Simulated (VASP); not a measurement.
Here is a VASP 6.6.1 calculation.

The input INCAR:

```
SYSTEM = Nb
ALGO = Normal
EDIFF = 1E-6
ENCUT = 520
GGA = PE
ISIF = 2
ISMEAR = 1
LASPH = .True.
LCHARG = .False.
LREAL = Auto
LWAVE = .False.
NBANDS = 230
NELM = 80
PREC = Accurate
SIGMA = 0.1
```

The input KPOINTS:

```
k-points
0
Gamma
  2 2 2
  0 0 0
```

POSCAR

```
Nb
1.0
    0.0000000000      6.6171497896      6.6171497896
    6.6171497896      0.0000000000      6.6171497896
    6.6171497896      6.6171497896      0.0000000000
Nb
32
Direct
    0.0000000000      0.0000000000      0.0000000000
    0.1250000000      0.1250000000      0.1250000000
    0.2500000000      0.2500000000      0.2500000000
    0.3750000000      0.3750000000      0.3750000000
    0.0000000000      0.0000000000      0.5000000000
    0.1250000000      0.1250000000      0.6250000000
    0.2500000000      0.2500000000      0.7500000000
    0.3750000000      0.3750000000      0.8750000000
    0.0000000000      0.5000000000      0.0000000000
    0.1250000000      0.6250000000      0.1250000000
    0.2500000000      0.7500000000      0.2500000000
    0.3750000000      0.8750000000      0.3750000000
    0.0000000000      0.5000000000      0.5000000000
    0.1250000000      0.6250000000      0.6250000000
    0.2500000000      0.7500000000      0.7500000000
    0.3750000000      0.8750000000      0.8750000000
    0.5000000000      0.0000000000      0.0000000000
    0.6250000000      0.1250000000      0.1250000000
    0.7500000000      0.2500000000      0.2500000000
    0.8750000000      0.3750000000      0.3750000000
    0.5000000000      0.0000000000      0.5000000000
    0.6250000000      0.1250000000      0.6250000000
    0.7500000000      0.2500000000      0.7500000000
    0.8750000000      0.3750000000      0.8750000000
    0.5000000000      0.5000000000      0.0000000000
    0.6250000000      0.6250000000      0.1250000000
    0.7500000000      0.7500000000      0.2500000000
    0.8750000000      0.8750000000      0.3750000000
    0.5000000000      0.5000000000      0.5000000000
    0.6250000000      0.6250000000      0.6250000000
    0.7500000000      0.7500000000      0.7500000000
    0.8750000000      0.8750000000      0.8750000000
```

Potentials or basis: VASP PAW PBE potentials, release 64 (Nb_sv).

Run with:

```sh
$ cat potpaw_PBE.64/Nb_sv/POTCAR > POTCAR
$ mpirun -np 1 vasp_std > vasp.out
```

Predict the band gap on the k mesh.

zero (bands 208 and 209 overlap by 1.27 eV).

What does it give for the pressure?

-0.5 GPa.

Caveat: the k points lie up to 0.41 Å⁻¹ apart, too coarse for converged energies and pressures of a metal.
